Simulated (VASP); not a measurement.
Here is a VASP 6.6.1 calculation.

INCAR

```
SYSTEM = Ta
PREC     = Accurate       ! precision mode
ENCUT    = 520            ! plane-wave cutoff, eV
EDIFF    = 1E-6           ! SCF threshold, eV
ISMEAR   = 0              ! smearing method
SIGMA    = 0.1            ! smearing width, eV
LREAL    = .FALSE.        ! projectors in reciprocal space
LASPH    = .TRUE.         ! aspherical terms in the spheres
NELM     = 100            ! most SCF steps
ALGO     = Normal         ! electronic algorithm
ISIF     = 2              ! what is computed and relaxed
LWAVE    = .FALSE.        ! write WAVECAR
LCHARG   = .FALSE.        ! write CHGCAR
GGA      = PS             ! functional
NBANDS   = 12             ! bands
ISYM     = 0
```

KPOINTS

```
regular mesh
0
G
  12 12 14
  0 0 0
```

Contents of POSCAR:

```
Ta
1.0
    2.8387582860     -0.0168328316      0.4075493807
   -1.4339568027      2.4836860382      0.0000000000
    1.7692807394      1.0214947112      2.8345744579
Ta
1
Direct
    0.0000000000      0.0000000000      0.0000000000
```

Potentials or basis: VASP PAW PBE potentials, release 64 (Ta_pv).

Run with:

```bash
$ cat potpaw_PBE.64/Ta_pv/POTCAR > POTCAR
$ mpirun -np 1 vasp_std > vasp.out
```

Question: Estimate the pressure.

Answer: 5.6 GPa.

Stress tensor (GPa, compression positive):
```
 2.98 -9.31 -0.35
-9.31 13.73 -0.20
-0.35 -0.20  0.13
```

Caveat: the PAW data sets were made with another functional, which shifts forces and pressure a little.
